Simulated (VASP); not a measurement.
Set up this calculation in VASP 6.6.1, as the native input.

```
Task                   : single point
Functional             : PBE
Potentials or basis    : VASP PAW PBE potentials, release 64 (Rb_sv, Br)
Cutoff                 : 520 eV
k mesh                 : 6 × 6 × 6
Occupations            : gaussian, width 0.05 eV
Spin                   : no spin polarisation
Dipole correction      : no
Further INCAR settings : ALGO = Normal; EDIFF = 1e-07; NBANDS = 15
```

The structure of RbBr lies in POSCAR:

```
RbBr
1.0
    4.1929021031      0.0000000000      0.0000000000
    0.0000000000      4.1929021031      0.0000000000
    0.0000000000      0.0000000000      4.1929021031
Rb Br
1 1
Direct
   -0.0694336317      0.0000000000      0.0000000000
    0.5742683689      0.5000000000      0.5000000000
```

This cell differs from its parent crystal: atoms displaced along a vibrational mode.

One way to write it, as run:

INCAR

```
SYSTEM = RbBr
ALGO = Normal ; EDIFF = 1E-7
ENCUT = 520 ; GGA = PE
ISIF = 2 ; ISMEAR = 0
LASPH = .True. ; LCHARG = .False.
LREAL = .False. ; LWAVE = .False.
NBANDS = 15 ; NELM = 80
PREC = Accurate ; SIGMA = 0.05
```

KPOINTS

```
k-points
0
Gamma
  6 6 6
  0 0 0
```

Potentials or basis: VASP PAW PBE potentials, release 64 (Rb_sv, Br).

The run is started by

```sh
$ cat potpaw_PBE.64/Rb_sv/POTCAR potpaw_PBE.64/Br/POTCAR > POTCAR
$ mpirun -np 1 vasp_std > vasp.out
```

Results of the run:

```yaml
Pressure: 1.5 GPa
Largest_force: 0.401 eV/Å
Band_gap_on_the_k_mesh: 4.00 eV (least direct gap 4.15 eV)
```

Caveat: the cell differs from its parent crystal (atoms displaced along a vibrational mode).

Wall time 33 s on 1 thread of Intel(R) Xeon(R) Platinum 8488C (Sapphire Rapids) (shared host), peak memory 0.19 GiB.
